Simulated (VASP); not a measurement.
# NaI (P2_1/m) in VASP: single point with r2SCAN

Aim: the single point of NaI with r2SCAN.

Program: VASP 6.6.1. These are calculated values, not measurements. Logs are shortened: lines on timing, memory, paths and dates and some standing lists are left out, and cuts for length are marked.

## 1. The cell of the first run

Symmetry: P2_1/m, No. 11, monoclinic system. The conventional cell has a = 5.381 Å, b = 6.459 Å, c = 5.417 Å, α = 90.00°, β = 119.35°, γ = 90.00°. Within 4.1 Å of Na (site symmetry m) lie 5 I at 3.13 to 3.23 Å. I (site symmetry m) has 5 Na at 3.13 to 3.23 Å within 4.1 Å.

## 2. Single point, r2SCAN (shear xy strain -1.5%)

POSCAR reads:

```
NaI
1.0
    5.4164912224     -0.0406236841      0.0000000000
   -2.7434267537      4.7111308400      0.0000000000
    0.0000000000      0.0000000000      6.4591494862
Na I
2 2
Direct
    0.3351053003      0.6666945346     -0.0625030748
    0.6648946997      0.3333054654      0.4374969252
    0.3359675478      0.6667208386      0.4375030748
    0.6640324522      0.3332791614      0.9375030748
```

INCAR.step1 reads:

```
  PREC = Accurate
  ENCUT = 520
  ISMEAR = 0
  SIGMA = 0.01
  LREAL = False
  LASPH = True
  NELM = 60
  NBANDS = 22
  GGA = PE
  ALGO = Normal
  EDIFF = 1E-4
  LWAVE = True
  LCHARG = False
```

INCAR.step2 reads:

```
  PREC = Accurate
  ENCUT = 520
  EDIFF = 1E-7
  ISMEAR = 0
  SIGMA = 0.01
  LREAL = False
  LASPH = True
  NELM = 60
  ALGO = Normal
  ISIF = 2
  LWAVE = False
  LCHARG = False
  METAGGA = R2SCAN
  LMIXTAU = True
  NBANDS = 22
  ISTART = 1
```

KPOINTS reads:

```
regular mesh
0
Gamma
  6 6 4
```

Potentials or basis: VASP PAW PBE potentials, release 64 (Na_pv, I).

Command:

```console
$ cat potpaw_PBE.64/Na_pv/POTCAR potpaw_PBE.64/I/POTCAR > POTCAR
$ cp INCAR.step1 INCAR
$ mpirun -np 1 vasp_std > vasp.out
$ cp INCAR.step2 INCAR
$ mpirun -np 1 vasp_std > vasp.out
```

OUTCAR:

```text
PREC = Accurate
   ENCUT = 520
   EDIFF = 1E-7
   ISMEAR = 0
   LREAL = False
   LASPH = True
   NELM = 60
   ISIF = 2
   METAGGA = R2SCAN
   ISTART = 1

 ion  position               nearest neighbor table
   1  0.335  0.667  0.937-   4 3.13   4 3.13   4 3.13
   2  0.665  0.333  0.437-   3 3.13   3 3.13   3 3.13
   3  0.336  0.667  0.438-   2 3.13   2 3.13   2 3.13
   4  0.664  0.333  0.938-   1 3.13   1 3.13   1 3.13

  LATTYP: Found a simple monoclinic cell.
 ALAT       =     5.3813484135
 B/A-ratio  =     1.2002845737
 C/A-ratio  =     1.0065587921
 COS(beta)  =    -0.4902045493

  Lattice vectors:

 A1 = (   2.6730644687,   4.6705071559,   0.0000000000)
 A2 = (   0.0000000000,   0.0000000000,  -6.4591494862)
 A3 = (  -5.4164912224,   0.0406236841,   0.0000000000)

Analysis of symmetry for initial positions (statically):
=====================================================================
 Subroutine PRICEL returns:
 Original cell was already a primitive cell.

 Routine SETGRP: Setting up the symmetry group for a
 simple monoclinic supercell.

 Subroutine GETGRP returns: Found  2 space group operations
 (whereof  1 operations were pure point group operations)
 out of a pool of  4 trial point group operations.

The static configuration has the point symmetry C_1 .
 The point group associated with its full space group is C_2 .

Analysis of symmetry for dynamics (positions and initial velocities):
=====================================================================
 Subroutine PRICEL returns:
 Original cell was already a primitive cell.

 Routine SETGRP: Setting up the symmetry group for a
 simple monoclinic supercell.

 Subroutine GETGRP returns: Found  2 space group operations
 (whereof  1 operations were pure point group operations)
 out of a pool of  4 trial point group operations.

The dynamic configuration has the point symmetry C_1 .
 The point group associated with its full space group is C_2 .

 Subroutine INISYM returns: Found  2 space group operations
 (whereof  1 operations are pure point group operations),
 and found     1 'primitive' translations

----------------------------------------------------------------------------------------

                                     Primitive cell

  volume of cell :     164.1034

  direct lattice vectors                    reciprocal lattice vectors
     5.416491222 -0.040623684  0.000000000     0.185431229  0.107981929  0.000000000
    -2.743426754  4.711130840  0.000000000     0.001598958  0.213194381  0.000000000
     0.000000000  0.000000000  6.459149486     0.000000000  0.000000000  0.154819145

  length of vectors
     5.416643559  5.451710204  6.459149486     0.214580609  0.213200377  0.154819145

  position of ions in fractional coordinates (direct lattice)
     0.335105300  0.666694535  0.937496925
     0.664894700  0.333305465  0.437496925
     0.335967548  0.666720839  0.437503075
     0.664032452  0.333279161  0.937503075

  ion indices of the primitive-cell ions
   primitive index   ion index
                 1           1
                 2           2
                 3           3
                 4           4

----------------------------------------------------------------------------------------

 KPOINTS: regular mesh

Automatic generation of k-mesh.
 Grid dimensions read from file:
 generate k-points for:    6    6    4

 Generating k-lattice:

  Cartesian coordinates                     Fractional coordinates (reciprocal lattice)
     0.030905205  0.017996988  0.000000000     0.166666667 -0.000000000  0.000000000
     0.000266493  0.035532397  0.000000000     0.000000000  0.166666667  0.000000000
     0.000000000  0.000000000  0.038704786     0.000000000  0.000000000  0.250000000

  Length of vectors
     0.035763435  0.035533396  0.038704786

  Shift w.r.t. Gamma in fractional coordinates (k-lattice)
     0.000000000  0.000000000  0.000000000

 Subroutine IBZKPT returns following result:
 ===========================================

 Found     60 irreducible k-points:

 Following reciprocal coordinates:
            Coordinates               Weight
  0.000000  0.000000  0.000000      1.000000
  0.166667 -0.000000  0.000000      2.000000
  0.333333  0.000000  0.000000      2.000000
  0.500000 -0.000000  0.000000      1.000000
  0.000000  0.166667  0.000000      2.000000
  0.166667  0.166667  0.000000      2.000000
[... 16 lines left out ...]
  0.333333  0.000000  0.250000      4.000000
  0.500000 -0.000000  0.250000      2.000000
 [... further k-points ...]
   k-points           NKPTS =     60   k-points in BZ     NKDIM =     60   number of bands    NBANDS=     22
   number of dos      NEDOS =    301   number of ions     NIONS =      4
   total plane-waves  NPLWV =  80640
   dimension x,y,z NGX =    40 NGY =   42 NGZ =   48
   dimension x,y,z NGXF=    80 NGYF=   84 NGZF=   96
   ions per type =               2   2
   NGX,Y,Z   is equivalent  to a cutoff of  12.28, 12.81, 12.35 a.u.
   NGXF,Y,Z  is equivalent  to a cutoff of  24.55, 25.62, 24.71 a.u.
 SYSTEM =  unknown system
   PREC   = accura    normal or accurate (medium, high low for compatibility)
   ISTART =      1    job   : 0-new  1-cont  2-samecut
   ICHARG =      0    charge: 1-file 2-atom 10-const
   ISPIN  =      1    spin polarized calculation?
   LNONCOLLINEAR =      F non collinear calculations
   LSORBIT =      F    spin-orbit coupling
   LASPH  =      T    aspherical Exc in radial PAW
   ENCUT  =  520.0 eV  38.22 Ry    6.18 a.u.  10.07 10.14 12.01*2*pi/ulx,y,z
   NELM   =     60;   NELMIN=  2; NELMDL=  0     # of ELM steps
   EDIFF  = 0.1E-06   stopping-criterion for ELM
   LREAL  =      F    real-space projection
   EDIFFG = 0.1E-05   stopping-criterion for IOM
   NSW    =      0    number of steps for IOM
   IBRION =     -1    ionic relax: 0-MD 1-quasi-New 2-CG
   NFREE  =      0    steps in history (QN), initial steepest desc. (CG)
   ISIF   =      2    stress and relaxation
   ISYM   =      2    0-nonsym 1-usesym 2-fastsym
   POTIM  = 0.5000    time-step for ionic-motion
   TEBEG  =    0.0;   TEEND  =   0.0 temperature during run
   PSTRESS=    0.0 pullay stress
   NELECT =      28.0000    total number of electrons
   NUPDOWN=      -1.0000    fix difference up-down
   EMIN   =  10.00;   EMAX   =-10.00  energy-range for DOS
   EFERMI =   0.00;   METHOD = LEGACY
   ISMEAR =     0;   SIGMA  =   0.01  broadening in eV -4-tet -1-fermi 0-gaus
   EFERMI_NEDOS =   21; number of points for ismear=-14 and -15
   IALGO  =     38    algorithm
   IMIX   =      4    mixing-type and parameters
     AMIX     =   0.40;   BMIX     =  1.00
     AMIX_MAG =   1.60;   BMIX_MAG =  1.00
  volume/ion in A,a.u.               =      41.03       276.86
  Fermi-wavevector in a.u.,A,eV,Ry     =   0.908005  1.715881 11.217640  0.824473
  Thomas-Fermi vector in A             =   2.031880
   LORBIT       =      0    0 simple, 1 ext, 2 COOP (PROOUT), +10 PAW based schemes
   METAGGA = R2SCAN    functional components
   LHFCALC =     F    Hartree Fock is set to
   AEXX    =    0.0000 exact exchange contribution
   IVDW    =     0    specifies the selected vdW correction
   LEPSILON=     F    determine dielectric tensor
   LRPA    =     F    only Hartree local field effects (RPA)
 non-spin polarized calculation
 Gauss-broadening in eV      SIGMA  =   0.01
  energy-cutoff  :      520.00
  volume of cell :      164.10
 maximum number of plane-waves:      4458
   NGX = 21   NGY = 21   NGZ = 25

 number of electron      27.9999984 magnetization

 Free energy of the ion-electron system (eV)
  ---------------------------------------------------
  ext. energy  EPLUGINS =         0.00000000
  ---------------------------------------------------
  free energy    TOTEN  =       -61.96349702 eV

  energy without entropy =      -61.96349702  energy(sigma->0) =      -61.96349702

 E-fermi :  -0.5627     XC(G=0):  -7.1178

 val. band max:       -0.6554435339   @ k =   0.0000   0.0000   0.0000
 cond. band min:       3.5352014197   @ k =   0.0000   0.0000   0.0000
 fundamental gap:      4.1906449536
 Fermi energy:        -0.5626519075

 k-point     1 :       0.0000    0.0000    0.0000
  band No.  band energies     occupation
      1     -23.9387      2.00000
      2     -23.9375      2.00000
      3     -23.9373      2.00000
      4     -23.9361      2.00000
      5     -23.9358      2.00000
      6     -23.9321      2.00000
[... 14 lines left out ...]
     21       7.9086      0.00000
     22       7.9455      0.00000

 k-point     2 :       0.1667   -0.0000    0.0000
  band No.  band energies     occupation
      1     -23.9389      2.00000
      2     -23.9377      2.00000
      3     -23.9376      2.00000
      4     -23.9361      2.00000
      5     -23.9356      2.00000
      6     -23.9323      2.00000
[... 14 lines left out ...]
     21       7.6422      0.00000
     22       8.2644      0.00000

 k-point     3 :       0.3333    0.0000    0.0000
  band No.  band energies     occupation
      1     -23.9394      2.00000
      2     -23.9383      2.00000
      3     -23.9378      2.00000
      4     -23.9361      2.00000
      5     -23.9350      2.00000
      6     -23.9328      2.00000
[... 14 lines left out ...]
     21       7.9680      0.00000
     22       8.9518      0.00000

 k-point     4 :       0.5000   -0.0000    0.0000
  band No.  band energies     occupation
      1     -23.9395      2.00000
      2     -23.9387      2.00000
      3     -23.9379      2.00000
      4     -23.9361      2.00000
      5     -23.9345      2.00000
      6     -23.9333      2.00000
[... 14 lines left out ...]
     21       9.2286      0.00000
     22       9.3334      0.00000

 k-point     5 :       0.0000    0.1667    0.0000
  band No.  band energies     occupation
      1     -23.9388      2.00000
      2     -23.9379      2.00000
      3     -23.9372      2.00000
      4     -23.9363      2.00000
      5     -23.9356      2.00000
      6     -23.9323      2.00000
[... 14 lines left out ...]
     21       7.6416      0.00000
     22       8.2747      0.00000

 k-point     6 :       0.1667    0.1667    0.0000
  band No.  band energies     occupation
      1     -23.9391      2.00000
      2     -23.9383      2.00000
      3     -23.9376      2.00000
      4     -23.9363      2.00000
      5     -23.9351      2.00000
      6     -23.9327      2.00000
[... 14 lines left out ...]
     21       7.8277      0.00000
     22       8.5214      0.00000

 k-point     7 :       0.3333    0.1667    0.0000
  band No.  band energies     occupation
      1     -23.9394      2.00000
      2     -23.9387      2.00000
      3     -23.9379      2.00000
      4     -23.9363      2.00000
      5     -23.9345      2.00000
      6     -23.9333      2.00000
[... 324 lines left out ...]
      6     -23.9333      2.00000
[... 14 lines left out ...]
     21       9.1875      0.00000
     22       9.2457      0.00000

 k-point    21 :       0.0000    0.0000    0.2500
  band No.  band energies     occupation
      1     -23.9385      2.00000
      2     -23.9375      2.00000
      3     -23.9373      2.00000
      4     -23.9363      2.00000
      5     -23.9353      2.00000
      6     -23.9327      2.00000
[... 14 lines left out ...]
     21       8.0310      0.00000
     22       8.4236      0.00000

 k-point    22 :       0.1667   -0.0000    0.2500
  band No.  band energies     occupation
      1     -23.9389      2.00000
      2     -23.9379      2.00000
      3     -23.9374      2.00000
      4     -23.9363      2.00000
      5     -23.9350      2.00000
      6     -23.9328      2.00000
[... 14 lines left out ...]
     21       7.9008      0.00000
     22       8.4544      0.00000

 k-point    23 :       0.3333    0.0000    0.2500
  band No.  band energies     occupation
      1     -23.9395      2.00000
      2     -23.9388      2.00000
      3     -23.9376      2.00000
      4     -23.9363      2.00000
      5     -23.9344      2.00000
      6     -23.9329      2.00000
[... 14 lines left out ...]
     21       8.2850      0.00000
     22       8.8097      0.00000

 k-point    24 :       0.5000   -0.0000    0.2500
  band No.  band energies     occupation
      1     -23.9398      2.00000
      2     -23.9392      2.00000
      3     -23.9377      2.00000
      4     -23.9364      2.00000
      5     -23.9340      2.00000
      6     -23.9332      2.00000
[... 14 lines left out ...]
     21       8.7242      0.00000
     22       9.2142      0.00000

 [... further k-points ...]

------------------------ aborting loop because EDIFF is reached ----------------------------------------

  FORCE on cell =-STRESS in cart. coord.  units (eV):
  Direction    XX          YY          ZZ          XY          YZ          ZX
  --------------------------------------------------------------------------------------
  -------------------------------------------------------------------------------------
  Total       -0.0635978     -0.0374049     -0.0845728     -0.0102003      0.0000000      0.0000000
  in kB       -0.6209196     -0.3651925     -0.8257024     -0.0995875      0.0000000      0.0000000
  external PRESSURE =      -0.6039382 kB  Pullay stress =       0.0000000 kB

 VOLUME and BASIS-vectors are now :
 -----------------------------------------------------------------------------
  energy-cutoff  :      520.00
  volume of cell :      164.10
      direct lattice vectors                 reciprocal lattice vectors
     5.416491222 -0.040623684  0.000000000     0.185431229  0.107981929  0.000000000
    -2.743426754  4.711130840  0.000000000     0.001598958  0.213194381  0.000000000
     0.000000000  0.000000000  6.459149486     0.000000000  0.000000000  0.154819145

 POSITION                                       TOTAL-FORCE (eV/Angst)
 -----------------------------------------------------------------------------------
     -0.01393      3.12727      6.05543         0.021978     -0.034956      0.000030
      2.68700      1.54324      2.82586        -0.021978      0.034956      0.000030
     -0.00933      3.12736      2.82590        -0.001187      0.000891     -0.000030
      2.68240      1.54315      6.05547         0.001187     -0.000891     -0.000030
 -----------------------------------------------------------------------------------
    total drift:                                0.000000      0.000000     -0.000019

  FREE ENERGIE OF THE ION-ELECTRON SYSTEM (eV)
  ---------------------------------------------------
  free  energy   TOTEN  =       -61.9634970168 eV

  energy  without entropy=      -61.9634970168  energy(sigma->0) =      -61.96349702
```

Run time: 19 min. Hardware: 1 thread of Intel Xeon Platinum 8259CL at 2.50GHz (Skylake/Cascade Lake), shared host; peak memory 0.42 GiB.

Results:

```yaml
Free_energy: -61.9635 eV
Pressure: -0.1 GPa
Largest_force: 0.041 eV/Å
Band_gap_on_the_k_mesh: 4.19 eV
```

Forces on the atoms (eV/Å):
```
Na   0.022 -0.035  0.000
Na  -0.022  0.035  0.000
I   -0.001  0.001  0.000
I    0.001 -0.001  0.000
```

Caveat: the cell differs from its parent crystal (shear xy strain -1.5%); the structure was generated, so it needn't be the stable form of NaI; the PAW data sets were made with another functional, which shifts forces and pressure a little; spin-orbit coupling is left out, which moves the levels of the heavy elements. A k mesh can miss the band edges.
